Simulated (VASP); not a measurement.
TiO, 2 atoms in the cell. It takes space group P-6m2 (No. 187, hexagonal). Conventional cell: a = 2.833 Å, b = 2.833 Å, c = 2.843 Å, α = 90.00°, β = 90.00°, γ = 120.00°. Within 2.9 Å of Ti (site symmetry -6m2) lie 6 O at 2.17 Å and 8 Ti at 2.83 to 2.84 Å. Within 2.9 Å of O (site symmetry -6m2) lie 6 Ti at 2.17 Å and 8 O at 2.83 to 2.84 Å. 

| Property | Result |
| --- | --- |
| Program | VASP 6.6.1 |
| Task | single point |
| Functional | r2SCAN |
| Potentials or basis | VASP PAW PBE potentials, release 64 (Ti_sv, O) |
| Cutoff | 520 eV |
| k mesh | 18 × 18 × 14 |
| Occupations | gaussian, width 0.1 eV |
| Spin | no spin polarisation |
| Dipole correction | no |
| Further INCAR settings | ALGO = Normal; EDIFF = 1e-06; NBANDS = 16 |

Potentials or basis: VASP PAW PBE potentials, release 64 (Ti_sv, O).

Launch:

```bash
$ cat potpaw_PBE.64/Ti_sv/POTCAR potpaw_PBE.64/O/POTCAR > POTCAR
$ cp INCAR.step1 INCAR
$ mpirun -np 1 vasp_std > vasp.out
$ cp INCAR.step2 INCAR
$ mpirun -np 1 vasp_std > vasp.out
```

Hardware: 1 thread of Intel(R) Xeon(R) Platinum 8375C CPU @ 2.90GHz (Ice Lake), with other jobs on the host.

Q: Estimate the wall time of this run.

A: Run time: 3.8 min on 1 thread of Intel(R) Xeon(R) Platinum 8375C CPU @ 2.90GHz (Ice Lake) (shared host), peak memory 0.21 GiB. Counts: k points 296.
